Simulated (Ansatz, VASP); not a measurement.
**Nb2Te6Mo: VASP beside Ansatz**

```xyz
9
Lattice="6.2677 0.0000 0.0000 -3.1339 5.4280 0.0000 0.0000 0.0000 7.8394" Properties=species:S:1:pos:R:3 pbc="T T T"
Nb    0.0000    3.6187    0.0000
Nb    3.1339    1.8093    0.0000
Te    4.2052    0.0000    5.9892
Te    1.0312    1.7861    5.9892
Te   -2.1026    3.6418    5.9892
Te    2.0625    0.0000    1.8502
Te   -1.0312    1.7861    1.8502
Te    2.1026    3.6418    1.8502
Mo    0.0000    0.0000    0.0000
```

Alike in both runs: task single point; functional PBE; k mesh 3 × 3 × 2; occupations gaussian, width 0.1 eV; no spin polarisation.

```csv
,VASP,Ansatz
version,VASP 6.6.1,Ansatz 0.2.0
potentials or method,"VASP PAW PBE potentials, release 64 (Nb_sv, Te, Mo_sv), cutoff 520 eV","scalar-relativistic, plane waves, PAW"
valence electrons in the cell,76,136
```

```csv
,VASP,Ansatz,Ansatz less VASP
gap on the k mesh at the Fermi level (eV),none,none,-
pressure (GPa),-0.1,-0.1,+0.06
"traceless stress, the component that is largest in VASP (GPa)",0.48,0.45,-0.029
rms of the force components (eV/Å),0.017,0.017,+0.0003
```

Atom by atom the forces differ by 0.003 eV/Å (rms over components). A gap of «none» marks a metal or a gap that the smearing closes. With one functional, cell and mesh, what is left measures potentials, basis and numerics. VASP's potentials hold 76 valence electrons a cell and Ansatz's 136, so a difference there can come from the potentials and not from the codes.

The k mesh is coarse, so the values compare programs but aren't converged. Spin-orbit coupling is off throughout.
